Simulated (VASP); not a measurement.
CaO, 2 atoms in the cell. It takes space group R-3m (No. 166, trigonal). Conventional cell: a = 3.379 Å, b = 3.379 Å, c = 8.216 Å, α = 90.00°, β = 90.00°, γ = 120.00°. Within 3.1 Å of Ca (site symmetry -3m) lie 6 O at 2.38 Å. O (site symmetry -3m) has 6 Ca at 2.38 Å within 3.1 Å.  This cell differs from its parent crystal: equal xy, yz and zx engineering shears of -0.5 %.

```yaml
Program: VASP 6.6.1
Task: relaxation of the atoms
Functional: PBEsol
Potentials_or_basis: VASP PAW PBE potentials, release 64 (Ca_sv, O)
Cutoff: 520 eV
k_mesh: 10 × 10 × 10
Occupations: gaussian, width 0.01 eV
Spin: no spin polarisation
Dipole_correction: no
Further_INCAR_settings: ALGO = Normal; EDIFF = 1e-06; IBRION = 2; EDIFFG = -0.002; NSW = 50
```

Potentials or basis: VASP PAW PBE potentials, release 64 (Ca_sv, O).

The run is started by

```console
$ cat potpaw_PBE.64/Ca_sv/POTCAR potpaw_PBE.64/O/POTCAR > POTCAR
$ mpirun -np 1 vasp_std > vasp.out
```

Hardware: 1 thread of Intel Xeon 8259CL, with other jobs on the host.

Question: How long does it take, and how much memory?

Answer: Run time: 80 s on 1 thread of Intel Xeon 8259CL, with other jobs on the host, peak memory 0.19 GiB. Counts: scf iterations 13, k points 116, ion steps 1.
